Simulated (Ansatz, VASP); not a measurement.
Two plane-wave programs on HfAlB4

```
Hf Al B
1.0
     3.05178    0.00000    0.00000
    -1.52589    2.64292    0.00000
     0.00000    0.00000    6.92306
Hf Al B
1 1 4
Direct
  0.00000 0.00000 0.00000
  0.00000 0.00000 0.50000
  0.33333 0.66667 0.26463
  0.33333 0.66667 0.73537
  0.66667 0.33333 0.26463
  0.66667 0.33333 0.73537
```

Alike in both runs: functional PBE; k mesh 12 × 12 × 6; occupations gaussian, width 0.1 eV; no spin polarisation.

Ansatz relaxed the structure, and its values are those at the end. VASP's run is a single point on that final structure, the one shown.

|  | VASP | Ansatz |
| --- | --- | --- |
| version | VASP 6.6.1 | Ansatz 0.2.0 |
| potentials or method | VASP PAW PBE potentials, release 64 (Hf_pv, Al, B), cutoff 520 eV | scalar-relativistic, plane waves, PAW |
| valence electrons in the cell | 25 | 41 |

Ansatz gave:

```
gap on the k mesh at the Fermi level (eV) : none
pressure (GPa)                            : 0.0
rms of the force components (eV/Å)        : 0.000
```

What did VASP give for the same quantities?

gap on the k mesh at the Fermi level (eV): none; pressure (GPa): -0.3; rms of the force components (eV/Å): 0.006.

A gap of «none» marks a metal or a gap that the smearing closes. VASP's potentials hold 25 valence electrons a cell and Ansatz's 41, so a difference there can come from the potentials and not from the codes.

Neither program's run includes spin-orbit coupling.
